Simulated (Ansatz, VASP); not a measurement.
## SiC2 in VASP and in Ansatz

```
Si C
1.0
     0.00000    3.87972    4.26909
     2.46481    0.00000    4.26909
     2.46481    3.87972    0.00000
Si C
2 4
Direct
  0.33333 0.66667 0.66667
  0.66667 0.33333 0.33333
  0.66666 0.00000 0.33334
  0.00000 0.33334 0.00000
  0.00000 0.66666 0.00000
  0.33334 0.00000 0.66666
```

Alike in both runs: task relaxation of cell and atoms; functional PBE; k mesh 4 × 4 × 4; occupations gaussian, width 0.1 eV; no spin polarisation.

|  | VASP | Ansatz |
| --- | --- | --- |
| version | VASP 6.6.1 | Ansatz 0.2.0 |
| potentials or method | VASP PAW PBE potentials, release 64 (Si, C_h), cutoff 910 eV | scalar-relativistic, plane waves, PAW |
| valence electrons in the cell | 24 | 24 |

|  | VASP | Ansatz | Ansatz less VASP |
| --- | --- | --- | --- |
| gap on the k mesh at the Fermi level, each at its own relaxed structure (eV) | none | none | - |
| relaxed volume (Å³/atom) | 11.94 | 12.12 | +0.175 |
| relaxed cell length with the largest relative difference (Å) | 4.089 | 4.127 | +0.0376 |

A gap of «none» marks a metal or a gap that the smearing closes.

The k mesh is coarse, so the values compare programs but aren't converged. Noted on VASP's run: the cutoff is short for stress, so the pressure is rough.
